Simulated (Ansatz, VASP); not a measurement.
**GaS3: VASP beside Ansatz**

```
Ga S
1.0
    -2.61256    2.61256    2.61256
     2.61256   -2.61256    2.61256
     2.61256    2.61256   -2.61256
Ga S
1 3
Direct
  0.00000 0.00000 0.00000
  0.00000 0.50000 0.50000
  0.50000 0.00000 0.50000
  0.50000 0.50000 0.00000
```

Alike in both runs: task relaxation of cell and atoms; functional PBE; k mesh 6 × 6 × 6; occupations gaussian, width 0.1 eV; no spin polarisation.

|  | VASP | Ansatz |
| --- | --- | --- |
| version | VASP 6.6.1 | Ansatz 0.2.0 |
| potentials or method | VASP PAW PBE potentials, release 64 (Ga_d, S), cutoff 600 eV | scalar-relativistic, plane waves, PAW |
| valence electrons in the cell | 31 | 31 |

VASP gave:

* gap on the k mesh at the Fermi level, each at its own relaxed structure (eV): none
* relaxed volume (Å³/atom): 17.30
* relaxed cell length with the largest relative difference (Å): 4.480

Q: Estimate Ansatz's values.

A: gap on the k mesh at the Fermi level, each at its own relaxed structure (eV): none; relaxed volume (Å³/atom): 17.44; relaxed cell length with the largest relative difference (Å): 4.492.

A gap of «none» marks a metal or a gap that the smearing closes.
